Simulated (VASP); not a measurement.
# Al in VASP: single point with PBE

Aim: the single point of Al with PBE.

Program: VASP 6.6.1. These are calculated values, not measurements. Logs are shortened: lines on timing, memory, paths and dates and some standing lists are left out, and cuts for length are marked.

### Step 1. The cell of the first run

The cell holds a wire with vacuum, 2 atoms: a = 11.300 Å, b = 9.300 Å, c = 2.456 Å, α = 90.00°, β = 90.00°, γ = 90.00°.

### Step 2. Single point, PBE, collinear spin, ferromagnetic start

Contents of INCAR:

```
ALGO     = Normal         # electronic algorithm
EDIFF    = 1E-6           # SCF threshold, eV
ENCUT    = 400            # plane-wave cutoff, eV
GGA      = PE             # functional
GGA_COMPAT= F            
ISIF     = 2              # what is computed and relaxed
ISMEAR   = -1             # smearing method
ISPIN    = 2              # spin polarisation
LASPH    = T              # aspherical terms in the spheres
LCHARG   = F              # write CHGCAR
LORBIT   = 11             # projections on sites
LREAL    = F              # projectors in reciprocal space
LWAVE    = F              # write WAVECAR
MAGMOM   = 0.5 0.5        # initial moments
NBANDS   = 14             # bands
NELM     = 200            # most SCF steps
PREC     = Accurate       # precision mode
SIGMA    = 0.05           # smearing width, eV
```

Contents of KPOINTS:

```
k-points
0
Gamma
  1 1 24
```

Contents of POSCAR:

```
Al
1.0
   11.3000000000      0.0000000000      0.0000000000
    0.0000000000      9.3000000000      0.0000000000
    0.0000000000      0.0000000000      2.4555496032
Al
2
Direct
    0.3945450856      0.5000000000      0.0000000000
    0.6054549144      0.5000000000      0.5000000000
```

Potentials or basis: VASP PAW PBE potentials, release 64 (Al).

Launch:

```
cat potpaw_PBE.64/Al/POTCAR > POTCAR
mpirun -np 1 vasp_std > vasp.out
```

OUTCAR:

```text
EDIFF = 1E-6
   ENCUT = 400
   GGA = PE
   ISIF = 2
   ISMEAR = -1
   ISPIN = 2
   LASPH = T
   LORBIT = 11
   LREAL = F
   NELM = 200
   PREC = Accurate

 ion  position               nearest neighbor table
   1  0.395  0.500  0.000-   2 2.68   2 2.68
   2  0.605  0.500  0.500-   1 2.68   1 2.68

  LATTYP: Found a simple orthorhombic cell.
 ALAT       =     2.4555496032
 B/A-ratio  =     3.7873394974
 C/A-ratio  =     4.6018211097

  Lattice vectors:

 A1 = (   0.0000000000,   0.0000000000,  -2.4555496032)
 A2 = (   0.0000000000,   9.3000000000,   0.0000000000)
 A3 = (  11.3000000000,   0.0000000000,   0.0000000000)

Analysis of symmetry for initial positions (statically):
=====================================================================
 Subroutine PRICEL returns:
 Original cell was already a primitive cell.

 Routine SETGRP: Setting up the symmetry group for a
 simple orthorhombic supercell.

 Subroutine GETGRP returns: Found  8 space group operations
 (whereof  4 operations were pure point group operations)
 out of a pool of  8 trial point group operations.

The static configuration has the point symmetry C_2v.
 The point group associated with its full space group is D_2h.

Analysis of symmetry for dynamics (positions and initial velocities):
=====================================================================
 Subroutine PRICEL returns:
 Original cell was already a primitive cell.

 Routine SETGRP: Setting up the symmetry group for a
 simple orthorhombic supercell.

 Subroutine GETGRP returns: Found  8 space group operations
 (whereof  4 operations were pure point group operations)
 out of a pool of  8 trial point group operations.

The dynamic configuration has the point symmetry C_2v.
 The point group associated with its full space group is D_2h.

Analysis of structural, dynamic, and magnetic symmetry:
=====================================================================
 Subroutine PRICEL returns:
 Original cell was already a primitive cell.

 Routine SETGRP: Setting up the symmetry group for a
 simple orthorhombic supercell.

 Subroutine GETGRP returns: Found  8 space group operations
 (whereof  4 operations were pure point group operations)
 out of a pool of  8 trial point group operations.

The overall configuration has the point symmetry C_2v.
 The point group associated with its full space group is D_2h.

 Subroutine INISYM returns: Found  8 space group operations
 (whereof  4 operations are pure point group operations),
 and found     1 'primitive' translations

----------------------------------------------------------------------------------------

                                     Primitive cell

  volume of cell :     258.0537

  direct lattice vectors                    reciprocal lattice vectors
    11.300000000  0.000000000  0.000000000     0.088495575  0.000000000  0.000000000
     0.000000000  9.300000000  0.000000000     0.000000000  0.107526882  0.000000000
     0.000000000  0.000000000  2.455549603     0.000000000  0.000000000  0.407240806

  length of vectors
    11.300000000  9.300000000  2.455549603     0.088495575  0.107526882  0.407240806

  position of ions in fractional coordinates (direct lattice)
     0.394545086  0.500000000  0.000000000
     0.605454914  0.500000000  0.500000000

  ion indices of the primitive-cell ions
   primitive index   ion index
                 1           1
                 2           2

----------------------------------------------------------------------------------------

 KPOINTS: k-points

Automatic generation of k-mesh.
 Grid dimensions read from file:
 generate k-points for:    1    1   24

 Generating k-lattice:

  Cartesian coordinates                     Fractional coordinates (reciprocal lattice)
     0.088495575  0.000000000  0.000000000     1.000000000  0.000000000  0.000000000
     0.000000000  0.107526882  0.000000000     0.000000000  1.000000000  0.000000000
     0.000000000  0.000000000  0.016968367     0.000000000  0.000000000  0.041666667

  Length of vectors
     0.088495575  0.107526882  0.016968367

  Shift w.r.t. Gamma in fractional coordinates (k-lattice)
[... 33 lines left out ...]
   ICHARG =      2    charge: 1-file 2-atom 10-const
   ISPIN  =      2    spin polarized calculation?
   LNONCOLLINEAR =      F non collinear calculations
   LSORBIT =      F    spin-orbit coupling
   LASPH  =      T    aspherical Exc in radial PAW
   ENCUT  =  400.0 eV  29.40 Ry    5.42 a.u.  18.43 15.17  4.00*2*pi/ulx,y,z
   NELM   =    200;   NELMIN=  2; NELMDL= -5     # of ELM steps
   EDIFF  = 0.1E-05   stopping-criterion for ELM
   LREAL  =      F    real-space projection
   EDIFFG = 0.1E-04   stopping-criterion for IOM
   NSW    =      0    number of steps for IOM
   IBRION =     -1    ionic relax: 0-MD 1-quasi-New 2-CG
   NFREE  =      0    steps in history (QN), initial steepest desc. (CG)
   ISIF   =      2    stress and relaxation
   ISYM   =      2    0-nonsym 1-usesym 2-fastsym
   POTIM  = 0.5000    time-step for ionic-motion
   TEBEG  =    0.0;   TEEND  =   0.0 temperature during run
   PSTRESS=    0.0 pullay stress
   NELECT =       6.0000    total number of electrons
   NUPDOWN=      -1.0000    fix difference up-down
   EMIN   =  10.00;   EMAX   =-10.00  energy-range for DOS
   EFERMI =   0.00;   METHOD = LEGACY
   ISMEAR =    -1;   SIGMA  =   0.05  broadening in eV -4-tet -1-fermi 0-gaus
   EFERMI_NEDOS =   21; number of points for ismear=-14 and -15
   IALGO  =     38    algorithm
   IMIX   =      4    mixing-type and parameters
     AMIX     =   0.40;   BMIX     =  1.00
     AMIX_MAG =   1.60;   BMIX_MAG =  1.00
  volume/ion in A,a.u.               =     129.03       870.72
  Fermi-wavevector in a.u.,A,eV,Ry     =   0.467256  0.882986  2.970540  0.218328
  Thomas-Fermi vector in A             =   1.457577
   LORBIT       =     11    0 simple, 1 ext, 2 COOP (PROOUT), +10 PAW based schemes
   GGA     = PE    functional components
   LHFCALC =     F    Hartree Fock is set to
   AEXX    =    0.0000 exact exchange contribution
   IVDW    =     0    specifies the selected vdW correction
   LEPSILON=     F    determine dielectric tensor
   LRPA    =     F    only Hartree local field effects (RPA)
 spin polarized calculation
  energy-cutoff  :      400.00
  volume of cell :      258.05
 maximum number of plane-waves:      4728
 NGX is ok and might be reduce to    80
   NGX = 37   NGY = 31   NGZ =  9

 number of electron       6.0000000 magnetization      -0.0000448

 number of electron       6.0000000 magnetization       0.0000239

 Free energy of the ion-electron system (eV)
  ---------------------------------------------------
  ext. energy  EPLUGINS =         0.00000000
  ---------------------------------------------------
  free energy    TOTEN  =        -5.29513015 eV

  energy without entropy =       -5.28913302  energy(sigma->0) =       -5.29213159

 E-fermi :  -2.5253     XC(G=0):  -2.8460

 val. band max:       -2.6283567492   @ k =   0.0000   0.0000   0.2500
 cond. band min:      -2.4227659247   @ k =   0.0000   0.0000   0.2500
 fundamental gap:      0.2055908244
 Fermi energy:        -2.5253144123

 spin component 1

 k-point     1 :       0.0000    0.0000    0.0000
  band No.  band energies     occupation
      1     -10.7025      1.00000
      2      -7.5944      1.00000
      3      -4.0911      1.00000
      4      -3.8524      1.00000
      5      -1.6738      0.00000
      6       0.4536      0.00000
      7       0.4945      0.00000
      8       1.2688      0.00000
      9       1.7955      0.00000
     10       2.0764      0.00000
     11       2.9369      0.00000
     12       3.7391      0.00000
     13       3.7869      0.00000
     14       4.0381      0.00000
[... 189 lines left out ...]
  band No.  band energies     occupation
      1      -5.0381      1.00000
      2      -5.0381      1.00000
      3      -1.3695      0.00000
      4      -1.3695      0.00000
      5       1.7341      0.00000
      6       1.7341      0.00000
      7       1.8510      0.00000
      8       1.8510      0.00000
      9       4.1837      0.00000
     10       4.1837      0.00000
     11       6.2128      0.00000
     12       6.2128      0.00000
     13       7.1746      0.00000
     14       7.1746      0.00000
 Fermi energy:        -2.5253144123

 spin component 2

 k-point     1 :       0.0000    0.0000    0.0000
  band No.  band energies     occupation
      1     -10.7025      1.00000
      2      -7.5944      1.00000
      3      -4.0911      1.00000
      4      -3.8524      1.00000
      5      -1.6738      0.00000
      6       0.4535      0.00000
      7       0.4946      0.00000
      8       1.2699      0.00000
      9       1.7959      0.00000
     10       2.0767      0.00000
     11       2.9419      0.00000
     12       3.7394      0.00000
     13       3.7870      0.00000
     14       4.0394      0.00000
[... 190 lines left out ...]
      1      -5.0381      1.00000
      2      -5.0381      1.00000
      3      -1.3695      0.00000
      4      -1.3695      0.00000
      5       1.7341      0.00000
      6       1.7341      0.00000
      7       1.8510      0.00000
      8       1.8510      0.00000
      9       4.1838      0.00000
     10       4.1838      0.00000
     11       6.2127      0.00000
     12       6.2127      0.00000
     13       7.1751      0.00000
     14       7.1751      0.00000

------------------------ aborting loop because EDIFF is reached ----------------------------------------

  FORCE on cell =-STRESS in cart. coord.  units (eV):
  Direction    XX          YY          ZZ          XY          YZ          ZX
  --------------------------------------------------------------------------------------
  -------------------------------------------------------------------------------------
  Total        0.0279621      0.0471019     -0.0047164      0.0000000      0.0000000      0.0000000
  in kB        0.1736085      0.2924412     -0.0292824      0.0000000      0.0000000      0.0000000
  external PRESSURE =       0.1455891 kB  Pullay stress =       0.0000000 kB

 VOLUME and BASIS-vectors are now :
 -----------------------------------------------------------------------------
  energy-cutoff  :      400.00
  volume of cell :      258.05
      direct lattice vectors                 reciprocal lattice vectors
    11.300000000  0.000000000  0.000000000     0.088495575  0.000000000  0.000000000
     0.000000000  9.300000000  0.000000000     0.000000000  0.107526882  0.000000000
     0.000000000  0.000000000  2.455549603     0.000000000  0.000000000  0.407240806

 POSITION                                       TOTAL-FORCE (eV/Angst)
 -----------------------------------------------------------------------------------
      4.45836      4.65000      0.00000        -0.036197      0.000000      0.000000
      6.84164      4.65000      1.22777         0.036197      0.000000      0.000000
 -----------------------------------------------------------------------------------
    total drift:                                0.000000     -0.000000      0.000000

  FREE ENERGIE OF THE ION-ELECTRON SYSTEM (eV)
  ---------------------------------------------------
  free  energy   TOTEN  =        -5.2951301537 eV

  energy  without entropy=       -5.2891330189  energy(sigma->0) =       -5.29213159

 total charge

# of ion       s       p       d       tot
------------------------------------------
    1        0.447   0.359   0.000   0.806
    2        0.447   0.359   0.000   0.806
--------------------------------------------------
tot          0.894   0.718   0.000   1.612

 magnetization (x)

# of ion       s       p       d       tot
------------------------------------------
    1       -0.000  -0.000   0.000  -0.000
    2       -0.000  -0.000   0.000  -0.000
--------------------------------------------------
tot         -0.000  -0.000   0.000  -0.000
```

Run time: 2.5 min. Hardware: 1 thread of Intel Xeon 8259CL, shared host; peak memory 0.34 GiB.

Results:

* Free energy: -5.2951 eV
* Largest force: 0.036 eV/Å
* Band gap on the k mesh: zero (filled and empty bands overlap)
* Net moment: 0.00 μB per cell
* Valence electrons inside the program's atomic spheres: Al 0.81

Forces on the atoms (eV/Å):
```
Al  -0.036  0.000  0.000
Al   0.036  0.000  0.000
```
